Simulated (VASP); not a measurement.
# Ag (Fm-3m) in VASP: elastic constants with PBEsol

Aim: the elastic constants of Ag with PBEsol.

All numbers are computed with VASP 6.6.1; they aren't measurements. Logs are shortened: lines on timing, memory, paths and dates and some standing lists are left out, and cuts for length are marked.

## Step 1: The cell of the first run

Symmetry: Fm-3m, No. 225, cubic system. Conventional cell: a = 4.054 Å, b = 4.054 Å, c = 4.054 Å, α = 90.00°, β = 90.00°, γ = 90.00°. Within 3.8 Å of Ag (site symmetry m-3m) lie 12 Ag at 2.87 Å.

## Step 2: Elastic constants, PBEsol

INCAR

```
PREC = Accurate
ENCUT = 600
EDIFF = 1E-8
ISMEAR = -1
SIGMA = 0.15
LREAL = False
LASPH = True
NELM = 100
ALGO = Fast
ISIF = 3
LWAVE = False
LCHARG = False
GGA = PS
IBRION = 6
NFREE = 2
POTIM = 0.015
NSW = 1
```

KPOINTS

```
regular mesh
0
Gamma
  20 20 20
```

POSCAR

```
Ag
1.0
    0.0000000000      2.0272056338      2.0272056338
    2.0272056338      0.0000000000      2.0272056338
    2.0272056338      2.0272056338      0.0000000000
Ag
1
Direct
    0.0000000000      0.0000000000      0.0000000000
```

Potentials or basis: VASP PAW PBE potentials, release 64 (Ag).

On the command line:

```sh
$ cat potpaw_PBE.64/Ag/POTCAR > POTCAR
$ mpirun -np 1 vasp_std > vasp.out
```

OUTCAR:

```text
PREC = Accurate
   ENCUT = 600
   EDIFF = 1E-8
   ISMEAR = -1
   LREAL = False
   LASPH = True
   NELM = 100
   ISIF = 3
   GGA = PS
   IBRION = 6
   NFREE = 2
   POTIM = 0.015
   NSW = 1

 ion  position               nearest neighbor table
   1  0.000  0.000  0.000-

  LATTYP: Found a face centered cubic cell.
 ALAT       =     4.0544112676

  Lattice vectors:

 A1 = (   0.0000000000,   2.0272056338,   2.0272056338)
 A2 = (   2.0272056338,   0.0000000000,   2.0272056338)
 A3 = (   2.0272056338,   2.0272056338,   0.0000000000)

Analysis of symmetry for initial positions (statically):
=====================================================================
 Subroutine PRICEL returns:
 Original cell was already a primitive cell.

 Routine SETGRP: Setting up the symmetry group for a
 face centered cubic supercell.

 Subroutine GETGRP returns: Found 48 space group operations
 (whereof 48 operations were pure point group operations)
 out of a pool of 48 trial point group operations.

The static configuration has the point symmetry O_h .

Analysis of symmetry for dynamics (positions and initial velocities):
=====================================================================
 Subroutine PRICEL returns:
 Original cell was already a primitive cell.

 Routine SETGRP: Setting up the symmetry group for a
 face centered cubic supercell.

 Subroutine GETGRP returns: Found 48 space group operations
 (whereof 48 operations were pure point group operations)
 out of a pool of 48 trial point group operations.

The dynamic configuration has the point symmetry O_h .

 Subroutine INISYM returns: Found 48 space group operations
 (whereof 48 operations are pure point group operations),
 and found     1 'primitive' translations

[... 335 lines left out ...]
 k-point     1 :       0.0000    0.0000    0.0000
  band No.  band energies     occupation
      1       0.5531      2.00000
      2       3.6990      2.00000
      3       3.6990      2.00000
      4       3.6990      2.00000
      5       4.7892      2.00000
      6       4.7892      2.00000
      7      24.5891      0.00000
      8      28.2984      0.00000
      9      28.2984      0.00000
[... 265 lines left out ...]
 k-point    24 :      -0.3500    0.0500    0.0000
  band No.  band energies     occupation
      1       2.1562      2.00000
      2       3.7556      2.00000
      3       3.7988      2.00000
      4       5.0806      2.00000
      5       5.2511      2.00000
      6       6.1938      2.00000
      7      15.4790      0.00000
      8      24.1851      0.00000
      9      26.3118      0.00000

 [... further k-points ...]

------------------------ aborting loop because EDIFF is reached ----------------------------------------

  FORCE on cell =-STRESS in cart. coord.  units (eV):
  Direction    XX          YY          ZZ          XY          YZ          ZX
  --------------------------------------------------------------------------------------
  -------------------------------------------------------------------------------------
  Total       -0.0238088     -0.0238088     -0.0238088     -0.0000000      0.0000000     -0.0000000
  in kB       -2.2894144     -2.2894144     -2.2894144     -0.0000000      0.0000000     -0.0000000
  external PRESSURE =      -2.2894144 kB  Pullay stress =       0.0000000 kB
[... 16 lines left out ...]
  FREE ENERGIE OF THE ION-ELECTRON SYSTEM (eV)
  ---------------------------------------------------
  free  energy   TOTEN  =        -3.3199129107 eV

  energy  without entropy=       -3.3020321166  energy(sigma->0) =       -3.31097251

 INTERNAL STRAIN TENSORS FROM STRAINED CELLS
 ============================================

 INTERNAL STRAIN TENSOR FOR ION    1 for displacements in x,y,z  (eV/Angst):
          X           Y           Z          XY          YZ          ZX
  --------------------------------------------------------------------------------
  x     0.00000     0.00000     0.00000    -0.00000     0.00000    -0.00000
  y     0.00000     0.00000     0.00000     0.00000     0.00000     0.00000
  z     0.00000    -0.00000     0.00000     0.00000     0.00000    -0.00000

 INTERNAL STRAIN TENSORS FROM DISPLACED ATOMS
 ============================================

 INTERNAL STRAIN TENSOR FOR ION    1 for displacements in x,y,z  (eV/Angst):
          X           Y           Z          XY          YZ          ZX
  --------------------------------------------------------------------------------
  x     0.00000     0.00000     0.00000     0.00000     0.00000     0.00000
  y     0.00000     0.00000     0.00000     0.00000     0.00000     0.00000
  z     0.00000     0.00000     0.00000     0.00000     0.00000     0.00000

 Eigenvectors and eigenvalues of the dynamical matrix
 ----------------------------------------------------

   1 f  =    0.000000 THz     0.000000 2PiTHz    0.000000 cm-1     0.000000 meV
             X         Y         Z           dx          dy          dz
      0.000000  0.000000  0.000000     1.000000    0.000000    0.000000

   2 f  =    0.000000 THz     0.000000 2PiTHz    0.000000 cm-1     0.000000 meV
             X         Y         Z           dx          dy          dz
      0.000000  0.000000  0.000000     0.000000    1.000000    0.000000

   3 f  =    0.000000 THz     0.000000 2PiTHz    0.000000 cm-1     0.000000 meV
             X         Y         Z           dx          dy          dz
      0.000000  0.000000  0.000000     0.000000    0.000000    1.000000

--------------------------------------------------------------------------------------------------------

 ELASTIC MODULI CONTR FROM IONIC RELAXATION (kBar)
 Direction    XX          YY          ZZ          XY          YZ          ZX
 --------------------------------------------------------------------------------
 XX           0.0000      0.0000      0.0000      0.0000      0.0000      0.0000
 YY           0.0000      0.0000      0.0000      0.0000      0.0000      0.0000
 ZZ           0.0000      0.0000      0.0000      0.0000      0.0000      0.0000
 XY           0.0000      0.0000      0.0000      0.0000      0.0000      0.0000
 YZ           0.0000      0.0000      0.0000      0.0000      0.0000      0.0000
 ZX           0.0000      0.0000      0.0000      0.0000      0.0000      0.0000
 --------------------------------------------------------------------------------

 TOTAL ELASTIC MODULI (kBar)
 Direction    XX          YY          ZZ          XY          YZ          ZX
 --------------------------------------------------------------------------------
 XX        1455.2588   1040.8904   1040.8904     -0.0000      0.0000      0.0000
 YY        1040.8904   1455.2588   1040.8904      0.0000      0.0000     -0.0000
 ZZ        1040.8904   1040.8904   1455.2588      0.0000      0.0000     -0.0000
 XY          -0.0000      0.0000      0.0000    575.3551      0.0000     -0.0000
 YZ           0.0000      0.0000      0.0000      0.0000    575.3551      0.0000
 ZX           0.0000     -0.0000     -0.0000     -0.0000      0.0000    575.3551
 --------------------------------------------------------------------------------
```

OSZICAR:

```text
N       E                     dE             d eps       ncg     rms          rms(c)
DAV:   1     0.484761502296E+02    0.48476E+02   -0.63320E+03  4688   0.126E+03
DAV:   2    -0.326799606658E+01   -0.51744E+02   -0.49490E+02  4709   0.220E+02
DAV:   3    -0.367879899606E+01   -0.41080E+00   -0.41062E+00  5370   0.242E+01
[... 203 lines left out ...]
RMM:   5    -0.331991225986E+01   -0.24227E-05   -0.24051E-05  4608   0.584E-02    0.127E-03
RMM:   6    -0.331991281216E+01   -0.55230E-06   -0.47530E-06  4607   0.232E-02    0.656E-04
RMM:   7    -0.331991288453E+01   -0.72371E-07   -0.91387E-07  4593   0.101E-02    0.225E-04
RMM:   8    -0.331991290623E+01   -0.21708E-07   -0.22838E-07  4401   0.464E-03    0.106E-04
RMM:   9    -0.331991291069E+01   -0.44552E-08   -0.46019E-08  3654   0.210E-03
  15 F= -.33199129E+01 E0= -.33109725E+01  d E =-.178808E-01
```

Wall time 19 min (1 thread of Intel Xeon Platinum 8488C (Sapphire Rapids), shared host); peak memory 0.82 GiB.

What came out:

| Item | Value |
| --- | --- |
| Elastic constants C11, C12, C44 | 146, 104, 58 GPa |
| Voigt bulk modulus | 118 GPa |

Elastic tensor in Voigt notation (GPa, in the Cartesian axes of the cell as first typed):
```
146 104 104   0   0   0
104 146 104   0   0   0
104 104 146   0   0   0
  0   0   0  58   0   0
  0   0   0   0  58   0
  0   0   0   0   0  58
```

Clamped-ion elastic tensor (GPa):
```
146 104 104   0   0   0
104 146 104   0   0   0
104 104 146   0   0   0
  0   0   0  58   0   0
  0   0   0   0  58   0
  0   0   0   0   0  58
```

Caveat: the PAW data sets were made with another functional, which shifts forces and pressure a little.
